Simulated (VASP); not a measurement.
Here is a VASP 6.6.1 calculation.

The input INCAR:

```
SYSTEM = NaLaS2
PREC = Accurate ; ENCUT = 600
EDIFF = 1E-6 ; ISMEAR = 0
SIGMA = 0.02 ; LREAL = .FALSE.
LASPH = .TRUE. ; NELM = 80
ALGO = Normal ; ISIF = 3
LWAVE = .FALSE. ; LCHARG = .FALSE.
IBRION = 2 ; NSW = 80
EDIFFG = -0.02
```

File KPOINTS:

```
Automatic mesh
0
G
  4 4 4
  0 0 0
```

Contents of POSCAR:

```
NaLaS2
1.0
    2.1085210000      1.2173550000      6.6171560000
   -2.1085210000      1.2173550000      6.6171560000
    0.0000000000     -2.4347100000      6.6171560000
Na La S
1 1 2
Direct
    0.5000000000      0.5000000000      0.5000000000
    0.0000000000      0.0000000000      0.0000000000
    0.7456320000      0.7456320000      0.7456320000
    0.2543680000      0.2543680000      0.2543680000
```

Potentials or basis: VASP PAW LDA potentials, release 64 (Na_pv, La, S).

Launch:

```bash
$ cat potpaw_LDA.64/Na_pv/POTCAR potpaw_LDA.64/La/POTCAR potpaw_LDA.64/S/POTCAR > POTCAR
$ mpirun -np 1 vasp_std > vasp.out
```

**Question.** What does it give for the relaxed cell?

**Answer.** a = 6.812 Å, b = 6.812 Å, c = 6.812 Å, α = 35.54°, β = 35.54°, γ = 35.54°.

**Question.** Estimate the relaxed volume.

**Answer.** 23.86 Å³/atom.

**Question.** What does it give for the space group after relaxing (to 0.05 Å)?

**Answer.** R-3m (No. 166).

**Question.** Predict the band gap on the k mesh.

**Answer.** 2.38 eV, indirect (least direct gap 2.75 eV).

Step by step:
```
step  energy change (eV)  largest force (eV/Å)  pressure (GPa)  volume (Å³)
   1              0.0000                0.2713           -3.23       101.91
   2             -0.0481                0.2648            1.47        94.52
   3             -0.0587                0.0970           -0.06        96.61
   4             -0.0607                0.0835           -0.06        96.38
   5             -0.0641                0.0413           -0.01        95.70
   6             -0.0643                0.0301           -0.01        95.51
   7             -0.0643                0.0273            0.00        95.46
   8             -0.0645                0.0087           -0.03        95.45
```

Caveat: the k points lie up to 0.44 Å⁻¹ apart in the final cell; spin-orbit coupling is left out, which moves the levels of the heavy elements. A k mesh can miss the band edges.
